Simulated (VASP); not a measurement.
# CaO (Pm-3m) in VASP: further runs

CaO is run at these levels: PBE, LDA; tasks: single point.

Program: VASP 6.6.1. These are calculated values, not measurements. Logs are shortened: lines on timing, memory, paths and dates and some standing lists are left out, and cuts for length are marked.

### Step 1. The cell of the first run

Symmetry: Pm-3m, No. 221, cubic system. Conventional cell: a = 2.903 Å, b = 2.903 Å, c = 2.903 Å, α = 90.00°, β = 90.00°, γ = 90.00°. Ca (site symmetry m-3m) has 8 O at 2.51 Å and 6 Ca at 2.90 Å within 3.3 Å. O (site symmetry m-3m) has 8 Ca at 2.51 Å and 6 O at 2.90 Å within 3.3 Å.

### Step 2. Single point, PBE

Input file INCAR:

```
SYSTEM = CaO
  PREC = Accurate
  ENCUT = 520
  EDIFF = 1E-6
  ISMEAR = 0
  SIGMA = 0.01
  LREAL = .False.
  LASPH = .True.
  NELM = 60
  ALGO = Normal
  ISIF = 2
  LWAVE = .False.
  LCHARG = .False.
  GGA = PE
  NBANDS = 15
```

Input file KPOINTS:

```
Automatic mesh
0
Gamma
  4 4 4
  0 0 0
```

Input file POSCAR:

```
CaO
1.0
    2.9032089683      0.0000000000      0.0000000000
    0.0000000000      2.9032089683      0.0000000000
    0.0000000000      0.0000000000      2.9032089683
Ca O
1 1
Direct
    0.0000000000      0.0000000000      0.0000000000
    0.5000000000      0.5000000000      0.5000000000
```

Potentials or basis: VASP PAW PBE potentials, release 64 (Ca_sv, O).

The run is started by

```bash
cat potpaw_PBE.64/Ca_sv/POTCAR potpaw_PBE.64/O/POTCAR > POTCAR
mpirun -np 1 vasp_std > vasp.out
```

OUTCAR:

```text
SYSTEM = CaO
   PREC = Accurate
   ENCUT = 520
   EDIFF = 1E-6
   ISMEAR = 0
   LREAL = .False.
   LASPH = .True.
   NELM = 60
   ISIF = 2
   GGA = PE

 ion  position               nearest neighbor table
   1  0.000  0.000  0.000-   2 2.51   2 2.51   2 2.51   2 2.51   2 2.51   2 2.51   2 2.51   2 2.51

   2  0.500  0.500  0.500-   1 2.51   1 2.51   1 2.51   1 2.51   1 2.51   1 2.51   1 2.51   1 2.51

  LATTYP: Found a simple cubic cell.
 ALAT       =     2.9032089683

  Lattice vectors:

 A1 = (   2.9032089683,   0.0000000000,   0.0000000000)
 A2 = (   0.0000000000,   2.9032089683,   0.0000000000)
 A3 = (   0.0000000000,   0.0000000000,   2.9032089683)

Analysis of symmetry for initial positions (statically):
=====================================================================
 Subroutine PRICEL returns:
 Original cell was already a primitive cell.

 Routine SETGRP: Setting up the symmetry group for a
 simple cubic supercell.

 Subroutine GETGRP returns: Found 48 space group operations
 (whereof 48 operations were pure point group operations)
 out of a pool of 48 trial point group operations.

The static configuration has the point symmetry O_h .

Analysis of symmetry for dynamics (positions and initial velocities):
=====================================================================
 Subroutine PRICEL returns:
 Original cell was already a primitive cell.

 Routine SETGRP: Setting up the symmetry group for a
 simple cubic supercell.

 Subroutine GETGRP returns: Found 48 space group operations
 (whereof 48 operations were pure point group operations)
 out of a pool of 48 trial point group operations.

The dynamic configuration has the point symmetry O_h .

 Subroutine INISYM returns: Found 48 space group operations
 (whereof 48 operations are pure point group operations),
 and found     1 'primitive' translations

----------------------------------------------------------------------------------------

                                     Primitive cell

  volume of cell :      24.4701

  direct lattice vectors                    reciprocal lattice vectors
     2.903208968  0.000000000  0.000000000     0.344446442  0.000000000  0.000000000
     0.000000000  2.903208968  0.000000000     0.000000000  0.344446442  0.000000000
     0.000000000  0.000000000  2.903208968     0.000000000  0.000000000  0.344446442

  length of vectors
     2.903208968  2.903208968  2.903208968     0.344446442  0.344446442  0.344446442

  position of ions in fractional coordinates (direct lattice)
     0.000000000  0.000000000  0.000000000
     0.500000000  0.500000000  0.500000000

  ion indices of the primitive-cell ions
   primitive index   ion index
                 1           1
                 2           2

----------------------------------------------------------------------------------------

 KPOINTS: Automatic mesh

Automatic generation of k-mesh.
 Grid dimensions read from file:
 generate k-points for:    4    4    4

 Generating k-lattice:

  Cartesian coordinates                     Fractional coordinates (reciprocal lattice)
     0.086111611  0.000000000  0.000000000     0.250000000  0.000000000  0.000000000
     0.000000000  0.086111611  0.000000000     0.000000000  0.250000000  0.000000000
     0.000000000  0.000000000  0.086111611     0.000000000  0.000000000  0.250000000

  Length of vectors
     0.086111611  0.086111611  0.086111611

  Shift w.r.t. Gamma in fractional coordinates (k-lattice)
     0.000000000  0.000000000  0.000000000

 Subroutine IBZKPT returns following result:
 ===========================================

 Found     10 irreducible k-points:

 Following reciprocal coordinates:
            Coordinates               Weight
  0.000000  0.000000  0.000000      1.000000
  0.250000  0.000000  0.000000      6.000000
  0.500000  0.000000  0.000000      3.000000
  0.250000  0.250000  0.000000     12.000000
  0.500000  0.250000  0.000000     12.000000
  0.500000  0.500000  0.000000      3.000000
  0.250000  0.250000  0.250000      8.000000
  0.500000  0.250000  0.250000     12.000000
  0.500000  0.500000  0.250000      6.000000
  0.500000  0.500000  0.500000      1.000000
   k-points           NKPTS =     10   k-points in BZ     NKDIM =     10   number of bands    NBANDS=     15
   number of dos      NEDOS =    301   number of ions     NIONS =      2
   total plane-waves  NPLWV =  13824
   dimension x,y,z NGX =    24 NGY =   24 NGZ =   24
   dimension x,y,z NGXF=    48 NGYF=   48 NGZF=   48
   ions per type =               1   1
   NGX,Y,Z   is equivalent  to a cutoff of  13.74, 13.74, 13.74 a.u.
   NGXF,Y,Z  is equivalent  to a cutoff of  27.49, 27.49, 27.49 a.u.
 SYSTEM =  CaO
   PREC   = accura    normal or accurate (medium, high low for compatibility)
   ISTART =      0    job   : 0-new  1-cont  2-samecut
   ICHARG =      2    charge: 1-file 2-atom 10-const
   ISPIN  =      1    spin polarized calculation?
   LNONCOLLINEAR =      F non collinear calculations
   LSORBIT =      F    spin-orbit coupling
   LASPH  =      T    aspherical Exc in radial PAW
   ENCUT  =  520.0 eV  38.22 Ry    6.18 a.u.   5.40  5.40  5.40*2*pi/ulx,y,z
   NELM   =     60;   NELMIN=  2; NELMDL= -5     # of ELM steps
   EDIFF  = 0.1E-05   stopping-criterion for ELM
   LREAL  =      F    real-space projection
   EDIFFG = 0.1E-04   stopping-criterion for IOM
   NSW    =      0    number of steps for IOM
   IBRION =     -1    ionic relax: 0-MD 1-quasi-New 2-CG
   NFREE  =      0    steps in history (QN), initial steepest desc. (CG)
   ISIF   =      2    stress and relaxation
   ISYM   =      2    0-nonsym 1-usesym 2-fastsym
   POTIM  = 0.5000    time-step for ionic-motion
   TEBEG  =    0.0;   TEEND  =   0.0 temperature during run
   PSTRESS=    0.0 pullay stress
   NELECT =      16.0000    total number of electrons
   NUPDOWN=      -1.0000    fix difference up-down
   EMIN   =  10.00;   EMAX   =-10.00  energy-range for DOS
   EFERMI =   0.00;   METHOD = LEGACY
   ISMEAR =     0;   SIGMA  =   0.01  broadening in eV -4-tet -1-fermi 0-gaus
   EFERMI_NEDOS =   21; number of points for ismear=-14 and -15
   IALGO  =     38    algorithm
   IMIX   =      4    mixing-type and parameters
     AMIX     =   0.40;   BMIX     =  1.00
     AMIX_MAG =   1.60;   BMIX_MAG =  1.00
  volume/ion in A,a.u.               =      12.24        82.57
  Fermi-wavevector in a.u.,A,eV,Ry     =   1.420921  2.685151 27.470378  2.019016
  Thomas-Fermi vector in A             =   2.541785
   LORBIT       =      0    0 simple, 1 ext, 2 COOP (PROOUT), +10 PAW based schemes
   GGA     = PE    functional components
   LHFCALC =     F    Hartree Fock is set to
   AEXX    =    0.0000 exact exchange contribution
   IVDW    =     0    specifies the selected vdW correction
   LEPSILON=     F    determine dielectric tensor
   LRPA    =     F    only Hartree local field effects (RPA)
 non-spin polarized calculation
 Gauss-broadening in eV      SIGMA  =   0.01
  energy-cutoff  :      520.00
  volume of cell :       24.47
 maximum number of plane-waves:       691
 NGX is ok and might be reduce to    24
   NGX = 11   NGY = 11   NGZ = 11

 number of electron      15.9999997 magnetization

 Free energy of the ion-electron system (eV)
  ---------------------------------------------------
  ext. energy  EPLUGINS =         0.00000000
  ---------------------------------------------------
  free energy    TOTEN  =       -11.79880368 eV

  energy without entropy =      -11.79880368  energy(sigma->0) =      -11.79880368

 E-fermi :   4.3004     XC(G=0): -11.2603

 val. band max:        4.2056895360   @ k =   0.5000   0.5000   0.0000
 cond. band min:       6.9409788685   @ k =   0.0000   0.0000   0.0000
 fundamental gap:      2.7352893325
 Fermi energy:         4.3004376462

 k-point     1 :       0.0000    0.0000    0.0000
  band No.  band energies     occupation
      1     -35.1176      2.00000
      2     -15.5580      2.00000
      3     -15.5580      2.00000
      4     -15.5580      2.00000
      5     -12.2481      2.00000
      6       3.9000      2.00000
      7       3.9000      2.00000
      8       3.9000      2.00000
      9       6.9410      0.00000
     10       6.9410      0.00000
     11       9.4182      0.00000
     12      12.6191      0.00000
     13      12.6191      0.00000
     14      12.6191      0.00000
     15      23.4313      0.00000

 k-point     2 :       0.2500    0.0000    0.0000
  band No.  band energies     occupation
      1     -35.0331      2.00000
      2     -16.3878      2.00000
      3     -15.4950      2.00000
      4     -15.4950      2.00000
      5     -11.5913      2.00000
      6       1.8214      2.00000
      7       3.6556      2.00000
      8       3.6556      2.00000
      9       7.3952      0.00000
     10       9.1591      0.00000
     11      11.4580      0.00000
     12      12.4298      0.00000
     13      12.4298      0.00000
     14      12.7632      0.00000
     15      20.7638      0.00000

 k-point     3 :       0.5000    0.0000    0.0000
  band No.  band energies     occupation
      1     -34.9466      2.00000
      2     -17.0569      2.00000
      3     -15.4309      2.00000
      4     -15.4309      2.00000
      5     -11.0368      2.00000
      6       0.3874      2.00000
      7       3.3993      2.00000
      8       3.3993      2.00000
      9       7.9359      0.00000
     10      11.3710      0.00000
     11      12.3346      0.00000
     12      12.3346      0.00000
     13      12.9132      0.00000
     14      14.2347      0.00000
     15      18.1653      0.00000
[... 91 lines left out ...]
 k-point     9 :       0.5000    0.5000    0.2500
  band No.  band energies     occupation
      1     -34.7215      2.00000
      2     -16.4053      2.00000
      3     -16.4053      2.00000
      4     -15.8276      2.00000
      5     -11.2996      2.00000
      6       1.3938      2.00000
      7       1.3938      2.00000
      8       2.1712      2.00000
      9      10.3246      0.00000
     10      10.8789      0.00000
     11      11.3848      0.00000
     12      11.3848      0.00000
     13      14.0912      0.00000
     14      17.8284      0.00000
     15      17.8284      0.00000

 k-point    10 :       0.5000    0.5000    0.5000
  band No.  band energies     occupation
      1     -34.6491      2.00000
      2     -16.2946      2.00000
      3     -16.2946      2.00000
      4     -16.2946      2.00000
      5     -11.0179      2.00000
      6       0.7623      2.00000
      7       0.7623      2.00000
      8       0.7623      2.00000
      9      12.1411      0.00000
     10      12.1411      0.00000
     11      12.1411      0.00000
     12      14.1569      0.00000
     13      14.1569      0.00000
     14      16.7950      0.00000
     15      16.7950      0.00000

------------------------ aborting loop because EDIFF is reached ----------------------------------------

  FORCE on cell =-STRESS in cart. coord.  units (eV):
  Direction    XX          YY          ZZ          XY          YZ          ZX
  --------------------------------------------------------------------------------------
  -------------------------------------------------------------------------------------
  Total        0.6689049      0.6689049      0.6689049     -0.0000000      0.0000000     -0.0000000
  in kB       43.7965654     43.7965654     43.7965654     -0.0000000      0.0000000     -0.0000000
  external PRESSURE =      43.7965654 kB  Pullay stress =       0.0000000 kB

 VOLUME and BASIS-vectors are now :
 -----------------------------------------------------------------------------
  energy-cutoff  :      520.00
  volume of cell :       24.47
      direct lattice vectors                 reciprocal lattice vectors
     2.903208968  0.000000000  0.000000000     0.344446442  0.000000000  0.000000000
     0.000000000  2.903208968  0.000000000     0.000000000  0.344446442  0.000000000
     0.000000000  0.000000000  2.903208968     0.000000000  0.000000000  0.344446442

 POSITION                                       TOTAL-FORCE (eV/Angst)
 -----------------------------------------------------------------------------------
      0.00000      0.00000      0.00000         0.000000      0.000000      0.000000
      1.45160      1.45160      1.45160         0.000000      0.000000      0.000000
 -----------------------------------------------------------------------------------
    total drift:                                0.000000      0.000000     -0.000000

  FREE ENERGIE OF THE ION-ELECTRON SYSTEM (eV)
  ---------------------------------------------------
  free  energy   TOTEN  =       -11.7988036790 eV

  energy  without entropy=      -11.7988036790  energy(sigma->0) =      -11.79880368
```

Wall time 3.3 s (1 thread of Intel Xeon Platinum 8488C (Sapphire Rapids), shared host); peak memory 0.13 GiB.

Results:

* Free energy: -11.7988 eV
* Pressure: 4.4 GPa
* Band gap on the k mesh: 2.74 eV (least direct gap 3.04 eV)

Caveat: the k points lie up to 0.54 Å⁻¹ apart; the structure was generated, so it needn't be the stable form of CaO. A k mesh can miss the band edges.

### Step 3. Single point, PBE

Input file INCAR:

```
PREC = Accurate ; ENCUT = 520
EDIFF = 1E-6 ; ISMEAR = 0
SIGMA = 0.01 ; LREAL = False
LASPH = True ; NELM = 60
ALGO = Normal ; ISIF = 2
LWAVE = False ; LCHARG = False
GGA = PE ; NBANDS = 15
```

Input file KPOINTS:

```
Automatic mesh
0
Gamma
  4 4 4
```

POSCAR is that of step 2.

Potentials or basis: VASP PAW PBE potentials, release 64 (Ca_sv, O).

The run is started by

```bash
cat potpaw_PBE.64/Ca_sv/POTCAR potpaw_PBE.64/O/POTCAR > POTCAR
mpirun -np 1 vasp_std > vasp.out
```

OUTCAR:

```text
PREC = Accurate
   ENCUT = 520
   EDIFF = 1E-6
   ISMEAR = 0
   LREAL = False
   LASPH = True
   NELM = 60
   ISIF = 2
   GGA = PE

 ion  position               nearest neighbor table
   1  0.000  0.000  0.000-   2 2.51   2 2.51   2 2.51   2 2.51   2 2.51   2 2.51   2 2.51   2 2.51

   2  0.500  0.500  0.500-   1 2.51   1 2.51   1 2.51   1 2.51   1 2.51   1 2.51   1 2.51   1 2.51

  LATTYP: Found a simple cubic cell.
 ALAT       =     2.9032089683

  Lattice vectors:

[... 351 lines left out ...]
------------------------ aborting loop because EDIFF is reached ----------------------------------------

  FORCE on cell =-STRESS in cart. coord.  units (eV):
  Direction    XX          YY          ZZ          XY          YZ          ZX
  --------------------------------------------------------------------------------------
  -------------------------------------------------------------------------------------
  Total        0.6689049      0.6689049      0.6689049     -0.0000000      0.0000000     -0.0000000
  in kB       43.7965654     43.7965654     43.7965654     -0.0000000      0.0000000     -0.0000000
  external PRESSURE =      43.7965654 kB  Pullay stress =       0.0000000 kB

 VOLUME and BASIS-vectors are now :
 -----------------------------------------------------------------------------
  energy-cutoff  :      520.00
  volume of cell :       24.47
      direct lattice vectors                 reciprocal lattice vectors
     2.903208968  0.000000000  0.000000000     0.344446442  0.000000000  0.000000000
     0.000000000  2.903208968  0.000000000     0.000000000  0.344446442  0.000000000
     0.000000000  0.000000000  2.903208968     0.000000000  0.000000000  0.344446442

 POSITION                                       TOTAL-FORCE (eV/Angst)
 -----------------------------------------------------------------------------------
      0.00000      0.00000      0.00000         0.000000      0.000000      0.000000
      1.45160      1.45160      1.45160         0.000000      0.000000      0.000000
 -----------------------------------------------------------------------------------
    total drift:                                0.000000      0.000000     -0.000000

  FREE ENERGIE OF THE ION-ELECTRON SYSTEM (eV)
  ---------------------------------------------------
  free  energy   TOTEN  =       -11.7988036790 eV

  energy  without entropy=      -11.7988036790  energy(sigma->0) =      -11.79880368
```

Run time: 3.2 s. Hardware: 1 thread of Intel Xeon Platinum 8488C (Sapphire Rapids), shared host; peak memory 0.13 GiB.

Results:

* Free energy: -11.7988 eV
* Pressure: 4.4 GPa
* Band gap on the k mesh: 2.74 eV (least direct gap 3.04 eV)

Levels at points of the mesh, in eV from the valence-band top:
```csv
k point,band 6,band 7,band 8,band 9,band 10,band 11
"(0.00, 0.00, 0.00)",-0.31,-0.31,-0.31,2.74,2.74,5.21
"(0.50, 0.00, 0.00)",-3.82,-0.81,-0.81,3.73,7.17,8.13
"(0.50, 0.50, 0.00)",-2.12,-2.12,0.00,3.87,4.72,6.56
"(0.50, 0.50, 0.50)",-3.44,-3.44,-3.44,7.94,7.94,7.94
```

Caveat: the k points lie up to 0.54 Å⁻¹ apart; the structure was generated, so it needn't be the stable form of CaO. A k mesh can miss the band edges.

### Step 4. Single point, LDA

Input file INCAR:

```
SYSTEM = CaO
  PREC = Accurate
  ENCUT = 520
  EDIFF = 1E-6
  ISMEAR = 0
  SIGMA = 0.01
  LREAL = .FALSE.
  LASPH = .TRUE.
  NELM = 80
  ALGO = Normal
  ISIF = 2
  LWAVE = .FALSE.
  LCHARG = .TRUE.
  LELF = .TRUE.
  LVHAR = .TRUE.
  NBANDS = 15
```

Input file KPOINTS:

```
Automatic mesh
0
G
  4 4 4
  0 0 0
```

POSCAR is that of step 3.

Potentials or basis: VASP PAW LDA potentials, release 64 (Ca_sv, O).

The run is started by

```bash
cat potpaw_LDA.64/Ca_sv/POTCAR potpaw_LDA.64/O/POTCAR > POTCAR
mpirun -np 1 vasp_std > vasp.out
```

It took 2.8 s on 1 thread of Intel Xeon Platinum 8488C (Sapphire Rapids), shared host; peak memory 0.13 GiB.

Results (log left out):

| Quantity | Value |
| --- | --- |
| Free energy | -13.2952 eV |
| Pressure | -5.9 GPa |
| Band gap on the k mesh | 2.57 eV (least direct gap 2.87 eV) |

Levels at points of the mesh, in eV from the valence-band top:
```
           k point  band 4  band 5  band 6  band 7  band 8  band 9  band 10  band 11  band 12  band 13
(0.00, 0.00, 0.00)  -19.46  -16.14   -0.31   -0.31   -0.31    2.57     2.57     5.06     8.44     8.44
(0.50, 0.00, 0.00)  -19.32  -14.87   -3.90   -0.82   -0.82    3.58     7.10     8.13     8.13     8.74
(0.50, 0.50, 0.00)  -19.22  -15.42   -2.14   -2.14    0.00    3.69     4.67     6.51     6.51     9.89
(0.50, 0.50, 0.50)  -20.23  -14.85   -3.51   -3.51   -3.51    7.92     7.92     7.92    10.03    10.03
```

Caveat: the k points lie up to 0.54 Å⁻¹ apart; the structure was generated, so it needn't be the stable form of CaO.
